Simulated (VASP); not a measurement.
Wanted: the native input for a VASP 6.6.1 run.

```
Task                   : single point
Functional             : r2SCAN
Potentials or basis    : VASP PAW PBE potentials, release 64 (Nb_sv)
Cutoff                 : 520 eV
k mesh                 : 13 × 13 × 13
Occupations            : methfessel-paxton, width 0.3 eV
Spin                   : no spin polarisation
Dipole correction      : no
Further INCAR settings : ALGO = Normal; EDIFF = 1e-06; NBANDS = 12
```

The system is Nb.

```
Nb
1.0
    -1.65113    1.65113    1.65113
     1.65113   -1.65113    1.65113
     1.65113    1.65113   -1.65113
Nb
1
Cartesian
  0.0000 0.0000 0.0000
```

These files were run (other wordings do the same):

POSCAR

```
Nb
1.0
   -1.6511317439      1.6511317439      1.6511317439
    1.6511317439     -1.6511317439      1.6511317439
    1.6511317439      1.6511317439     -1.6511317439
Nb
1
Direct
    0.0000000000      0.0000000000      0.0000000000
```

INCAR.step1

```
SYSTEM = Nb
ALGO = Normal
EDIFF = 1E-4
ENCUT = 520
GGA = PE
ISMEAR = 1
LASPH = .TRUE.
LCHARG = .FALSE.
LREAL = .FALSE.
LWAVE = .TRUE.
NBANDS = 12
NELM = 60
PREC = Accurate
SIGMA = 0.3
```

INCAR.step2

```
SYSTEM = Nb
ALGO = Normal
EDIFF = 1E-6
ENCUT = 520
ISIF = 2
ISMEAR = 1
ISTART = 1
LASPH = .TRUE.
LCHARG = .TRUE.
LELF = .TRUE.
LMIXTAU = .TRUE.
LREAL = .FALSE.
LVHAR = .TRUE.
LWAVE = .FALSE.
METAGGA = R2SCAN
NBANDS = 12
NELM = 60
PREC = Accurate
SIGMA = 0.3
```

KPOINTS

```
k-points
0
G
  13 13 13
  0 0 0
```

Potentials or basis: VASP PAW PBE potentials, release 64 (Nb_sv).

Launch:

```console
$ cat potpaw_PBE.64/Nb_sv/POTCAR > POTCAR
$ cp INCAR.step1 INCAR
$ mpirun -np 1 vasp_std > vasp.out
$ cp INCAR.step2 INCAR
$ mpirun -np 1 vasp_std > vasp.out
```

Results of the run:

| Property | Result |
| --- | --- |
| Pressure | -0.5 GPa |

Caveat: the PAW data sets were made with another functional, which shifts forces and pressure a little.

It took 2.4 min on 1 thread of AMD EPYC 7R13, with other jobs on the host, peak memory 0.12 GiB.
